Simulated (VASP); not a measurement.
# GaP (qlda) (F-43m) in VASP: vibrations by perturbation theory with LDA

Aim: the vibrations by perturbation theory of GaP (qlda) with LDA.

Program: VASP 6.6.1. These are calculated values, not measurements. Logs are shortened: lines on timing, memory, paths and dates and some standing lists are left out, and cuts for length are marked.

### 1 The cell of the first run

Symmetry: F-43m, No. 216, cubic system. The conventional cell has a = 5.391 Å, b = 5.391 Å, c = 5.391 Å, α = 90.00°, β = 90.00°, γ = 90.00°. Ga (site symmetry -43m) has 4 P at 2.33 Å within 3.1 Å. P (site symmetry -43m) has 4 Ga at 2.33 Å within 3.1 Å.

### 2 Vibrations by perturbation theory, LDA

INCAR reads:

```
SYSTEM = GaP
PREC = Accurate
ENCUT = 520
EDIFF = 1E-8
ISMEAR = 0
SIGMA = 0.01
LREAL = .False.
LASPH = .True.
NELM = 100
ALGO = Normal
ISIF = 2
LWAVE = .False.
LCHARG = .False.
GGA = CA
NBANDS = 16
IBRION = 8
NSW = 1
```

KPOINTS reads:

```
regular mesh
0
Gamma
  8 8 8
  0 0 0
```

POSCAR reads:

```
GaP
1.0
    0.0000000000      2.6957094390      2.6957094390
    2.6957094390      0.0000000000      2.6957094390
    2.6957094390      2.6957094390      0.0000000000
Ga P
1 1
Direct
    0.0000000000      0.0000000000      0.0000000000
    0.7500000000      0.7500000000      0.7500000000
```

Potentials or basis: VASP PAW LDA potentials, release 64 (Ga_d, P).

Launch:

```sh
cat potpaw_LDA.64/Ga_d/POTCAR potpaw_LDA.64/P/POTCAR > POTCAR
mpirun -np 1 vasp_std > vasp.out
```

OUTCAR:

```text
SYSTEM = GaP
   PREC = Accurate
   ENCUT = 520
   EDIFF = 1E-8
   ISMEAR = 0
   LREAL = .False.
   LASPH = .True.
   NELM = 100
   ISIF = 2
   GGA = CA
   IBRION = 8
   NSW = 1

 ion  position               nearest neighbor table
   1  0.000  0.000  0.000-   2 2.33   2 2.33   2 2.33   2 2.33
   2  0.750  0.750  0.750-   1 2.33   1 2.33   1 2.33   1 2.33

  LATTYP: Found a face centered cubic cell.
 ALAT       =     5.3914188780

  Lattice vectors:

 A1 = (   0.0000000000,   2.6957094390,   2.6957094390)
 A2 = (   2.6957094390,   0.0000000000,   2.6957094390)
 A3 = (   2.6957094390,   2.6957094390,   0.0000000000)

Analysis of symmetry for initial positions (statically):
=====================================================================
 Subroutine PRICEL returns:
 Original cell was already a primitive cell.

 Routine SETGRP: Setting up the symmetry group for a
 face centered cubic supercell.

 Subroutine GETGRP returns: Found 24 space group operations
 (whereof 24 operations were pure point group operations)
 out of a pool of 48 trial point group operations.

The static configuration has the point symmetry T_d .

Analysis of symmetry for dynamics (positions and initial velocities):
=====================================================================
 Subroutine PRICEL returns:
 Original cell was already a primitive cell.

 Routine SETGRP: Setting up the symmetry group for a
 face centered cubic supercell.

 Subroutine GETGRP returns: Found 24 space group operations
 (whereof 24 operations were pure point group operations)
 out of a pool of 48 trial point group operations.

The dynamic configuration has the point symmetry T_d .

 Subroutine INISYM returns: Found 24 space group operations
 (whereof 24 operations are pure point group operations),
 and found     1 'primitive' translations

----------------------------------------------------------------------------------------

                                     Primitive cell

  volume of cell :      39.1786

  direct lattice vectors                    reciprocal lattice vectors
     0.000000000  2.695709439  2.695709439    -0.185479931  0.185479931  0.185479931
     2.695709439  0.000000000  2.695709439     0.185479931 -0.185479931  0.185479931
     2.695709439  2.695709439  0.000000000     0.185479931  0.185479931 -0.185479931

  length of vectors
     3.812308849  3.812308849  3.812308849     0.321260664  0.321260664  0.321260664

  position of ions in fractional coordinates (direct lattice)
     0.000000000  0.000000000  0.000000000
     0.750000000  0.750000000  0.750000000

  ion indices of the primitive-cell ions
   primitive index   ion index
                 1           1
                 2           2

----------------------------------------------------------------------------------------

 KPOINTS: regular mesh

Automatic generation of k-mesh.
 Grid dimensions read from file:
 generate k-points for:    8    8    8

 Generating k-lattice:

  Cartesian coordinates                     Fractional coordinates (reciprocal lattice)
    -0.023184991  0.023184991  0.023184991     0.125000000  0.000000000  0.000000000
     0.023184991 -0.023184991  0.023184991     0.000000000  0.125000000  0.000000000
     0.023184991  0.023184991 -0.023184991     0.000000000  0.000000000  0.125000000

  Length of vectors
     0.040157583  0.040157583  0.040157583

  Shift w.r.t. Gamma in fractional coordinates (k-lattice)
     0.000000000  0.000000000  0.000000000

 Subroutine IBZKPT returns following result:
[... 66 lines left out ...]
   IALGO  =     38    algorithm
   IMIX   =      4    mixing-type and parameters
     AMIX     =   0.40;   BMIX     =  1.00
     AMIX_MAG =   1.60;   BMIX_MAG =  1.00
  volume/ion in A,a.u.               =      19.59       132.20
  Fermi-wavevector in a.u.,A,eV,Ry     =   1.263230  2.387159 21.711513  1.595751
  Thomas-Fermi vector in A             =   2.396598
   LORBIT       =      0    0 simple, 1 ext, 2 COOP (PROOUT), +10 PAW based schemes
   GGA     = CA    functional components
   LHFCALC =     F    Hartree Fock is set to
   AEXX    =    0.0000 exact exchange contribution
   IVDW    =     0    specifies the selected vdW correction
   LEPSILON=     F    determine dielectric tensor
   LRPA    =     F    only Hartree local field effects (RPA)
 non-spin polarized calculation
 Gauss-broadening in eV      SIGMA  =   0.01
  energy-cutoff  :      520.00
  volume of cell :       39.18
 maximum number of plane-waves:      1067
   NGX = 15   NGY = 15   NGZ = 15

--------------------------------------- Ionic step        1  -------------------------------------------

 number of electron      17.9999998 magnetization

 Free energy of the ion-electron system (eV)
  ---------------------------------------------------
  ext. energy  EPLUGINS =         0.00000000
  ---------------------------------------------------
  free energy    TOTEN  =       -10.45076851 eV

  energy without entropy =      -10.45076851  energy(sigma->0) =      -10.45076851

 E-fermi :   4.9419     XC(G=0): -10.3105

 val. band max:        4.8480046640   @ k =   0.0000   0.0000   0.0000
 cond. band min:       6.2776592166   @ k =   0.5000   0.5000   0.0000
 fundamental gap:      1.4296545526
 Fermi energy:         4.9419342702

 k-point     1 :       0.0000    0.0000    0.0000
  band No.  band energies     occupation
      1      -9.9179      2.00000
      2      -9.9179      2.00000
      3      -9.9179      2.00000
      4      -9.8096      2.00000
      5      -9.8096      2.00000
      6      -7.9120      2.00000
[... 433 lines left out ...]
      3      -9.8709      2.00000
      4      -9.8157      2.00000
      5      -9.8016      2.00000
      6      -5.2879      2.00000
[... 8 lines left out ...]
     15      16.8435      0.00000
     16      17.4323      0.00000

 [... further k-points ...]
[... 5 lines left out ...]
  --------------------------------------------------------------------------------------
  -------------------------------------------------------------------------------------
  Total        0.0263419      0.0263419      0.0263419     -0.0000000      0.0000000      0.0000000
  in kB        1.0772298      1.0772298      1.0772298     -0.0000000      0.0000000      0.0000000
  external PRESSURE =       1.0772298 kB  Pullay stress =       0.0000000 kB

 VOLUME and BASIS-vectors are now :
 -----------------------------------------------------------------------------
  energy-cutoff  :      520.00
  volume of cell :       39.18
      direct lattice vectors                 reciprocal lattice vectors
     0.000000000  2.695709439  2.695709439    -0.185479931  0.185479931  0.185479931
     2.695709439  0.000000000  2.695709439     0.185479931 -0.185479931  0.185479931
     2.695709439  2.695709439  0.000000000     0.185479931  0.185479931 -0.185479931

 POSITION                                       TOTAL-FORCE (eV/Angst)
 -----------------------------------------------------------------------------------
      0.00000      0.00000      0.00000         0.000000      0.000000      0.000000
      4.04356      4.04356      4.04356        -0.000000     -0.000000     -0.000000
 -----------------------------------------------------------------------------------
    total drift:                               -0.000000     -0.000000     -0.000000

  FREE ENERGIE OF THE ION-ELECTRON SYSTEM (eV)
  ---------------------------------------------------
  free  energy   TOTEN  =       -10.4507685099 eV

  energy  without entropy=      -10.4507685099  energy(sigma->0) =      -10.45076851

[... ionic steps 2 to 3 ...]

--------------------------------------- Ionic step        4  -------------------------------------------

------------------------ aborting loop because EDIFF is reached ----------------------------------------

[... ionic steps 5 to 6 ...]

--------------------------------------- Ionic step        7  -------------------------------------------

 Free energy of the ion-electron system (eV)
  ---------------------------------------------------
  ---------------------------------------------------
  free energy    TOTEN  =        -0.04766929 eV

  energy without entropy =       -0.04766929

------------------------ aborting loop because EDIFF is reached ----------------------------------------

 INTERNAL STRAIN TENSOR  FOR ION    2  DIRECTION 1   (eV/Angst):
 -----------------------------------------------------------------------------
    -0.01290  0.00000  0.00000
     0.00000  0.00865  7.74764
     0.00000  7.74764  0.00865

 INTERNAL STRAIN TENSOR FOR ION    2 for displacements in x,y,z  (eV/Angst):
          X           Y           Z          XY          YZ          ZX
  --------------------------------------------------------------------------------
  x    -0.00000     0.00000     0.00000     0.00000     7.74764     0.00000
  y    -0.00000    -0.00000    -0.00000     0.00000     0.00000     7.74764
  z     0.00000     0.00000    -0.00000     7.74764     0.00000     0.00000

 SECOND DERIVATIVES (NOT SYMMETRIZED)
 ------------------------------------
               1X          1Y          1Z          2X          2Y          2Z
  1X   -10.507065    0.000000    0.000000   10.507065    0.000000    0.000000
  1Y     0.000000  -10.507065    0.000000    0.000000   10.507065    0.000000
  1Z     0.000000    0.000000  -10.507065    0.000000    0.000000   10.507065
  2X    10.499904    0.000000    0.000000  -10.499904    0.000000    0.000000
  2Y     0.000000   10.499904    0.000000    0.000000  -10.499904    0.000000
  2Z     0.000000    0.000000   10.499904    0.000000    0.000000  -10.499904

 Eigenvectors and eigenvalues of the dynamical matrix
 ----------------------------------------------------

   1 f  =   10.939829 THz    68.736971 2PiTHz  364.913409 cm-1    45.243476 meV
             X         Y         Z           dx          dy          dz
      0.000000  0.000000  0.000000    -0.212302    0.512513    0.000000
      4.043564  4.043564  4.043564     0.318416   -0.768681    0.000000
[... 21 lines left out ...]
   6 f/i=    0.001721 THz     0.010815 2PiTHz    0.057417 cm-1     0.007119 meV
             X         Y         Z           dx          dy          dz
      0.000000  0.000000  0.000000     0.000044   -0.371578   -0.744438
      4.043564  4.043564  4.043564     0.000029   -0.247747   -0.496349

--------------------------------------------------------------------------------------------------------

 ELASTIC MODULI CONTR FROM IONIC RELAXATION (kBar)
 Direction    XX          YY          ZZ          XY          YZ          ZX
 --------------------------------------------------------------------------------
 XX          -0.0000     -0.0000      0.0000     -0.0000      0.0000      0.0000
 YY          -0.0000     -0.0000     -0.0000     -0.0000     -0.0000      0.0000
 ZZ           0.0000     -0.0000     -0.0000      0.0000     -0.0000      0.0000
 XY          -0.0000     -0.0000      0.0000   -231.4664      0.0000     -0.0000
 YZ           0.0000     -0.0000     -0.0000      0.0000   -231.4664      0.0000
 ZX           0.0000      0.0000      0.0000     -0.0000      0.0000   -231.4664
 --------------------------------------------------------------------------------
```

Run time: 82 s. Hardware: 1 thread of Intel Xeon 6975P-C (Granite Rapids), shared host; peak memory 0.26 GiB.

Results:

```
Highest phonon frequency at Γ, LO-TO splitting left out : 365 cm⁻¹
```

Phonon frequencies in cm⁻¹ (negative: imaginary):
| q point | frequencies |
| --- | --- |
| (0.000, 0.000, 0.000) | 0 0 0 365 365 365 |
